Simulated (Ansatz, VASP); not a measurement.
NaCa3Hg: VASP beside Ansatz

```
Na Ca Hg
1.0
     5.97134    0.00000    0.00000
     0.00000    5.97134    0.00000
     0.00000    0.00000    5.97134
Na Ca Hg
1 3 1
Direct
  0.00000 0.00000 0.00000
  0.00000 0.50000 0.50000
  0.50000 0.00000 0.50000
  0.50000 0.50000 0.00000
  0.50000 0.50000 0.50000
```

Alike in both runs: functional PBE; k mesh 4 × 4 × 4; occupations gaussian, width 0.1 eV; no spin polarisation.

Ansatz relaxed the structure, and its values are those at the end. VASP's run is a single point on that final structure, the one shown.

|  | VASP | Ansatz |
| --- | --- | --- |
| version | VASP 6.6.1 | Ansatz 0.2.0 |
| potentials or method | VASP PAW PBE potentials, release 64 (Na_pv, Ca_sv, Hg), cutoff 520 eV | scalar-relativistic, plane waves, PAW |
| valence electrons in the cell | 49 | 59 |

|  | VASP | Ansatz | Ansatz less VASP |
| --- | --- | --- | --- |
| gap on the k mesh at the Fermi level (eV) | none | none | - |
| pressure (GPa) | 0.0 | 0.0 | -0.02 |

A gap of «none» marks a metal or a gap that the smearing closes. With one functional, cell and mesh, what is left measures potentials, basis and numerics. VASP's potentials hold 49 valence electrons a cell and Ansatz's 59, so a difference there can come from the potentials and not from the codes.

Neither program's run includes spin-orbit coupling.
